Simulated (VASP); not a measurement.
Runs of VASP 6.6.1 on AlN. The structure is that of space group P6_3/mmc (No. 194), or close to it. The cells are those of the table. 

| cell | gap on the mesh (eV) | pressure (GPa) |
| --- | --- | --- |
| a = 3.561, b = 3.561, c = 4.188 Å, angles 90.0, 90.0, 120.0°, 4 atoms | (c) | -22.5 |
| a = 3.147, b = 3.147, c = 4.188 Å, angles 90.0, 90.0, 120.0°, 4 atoms | 3.97 | 29.1 |
| a = 3.229, b = 3.229, c = 4.188 Å, angles 90.0, 90.0, 120.0°, 4 atoms | (b) | 12.7 |
| a = 3.643, b = 3.643, c = 4.188 Å, angles 90.0, 90.0, 120.0°, 4 atoms | 2.29 | -26.6 |
| a = 2.981, b = 2.981, c = 4.188 Å, angles 90.0, 90.0, 120.0°, 4 atoms | 4.12 | (a) |

Alike in all rows: task single point; level PBE; potentials or basis VASP PAW PBE potentials, release 64 (Al, N); no spin polarisation; k mesh 9 × 9 × 6; cutoff (eV) 520; smearing gaussian 0.05 eV.

Q: Fill in the values left out.

A: (a) 77.5; (b) 3.60; (c) 2.49.

A k mesh can miss the band edges.
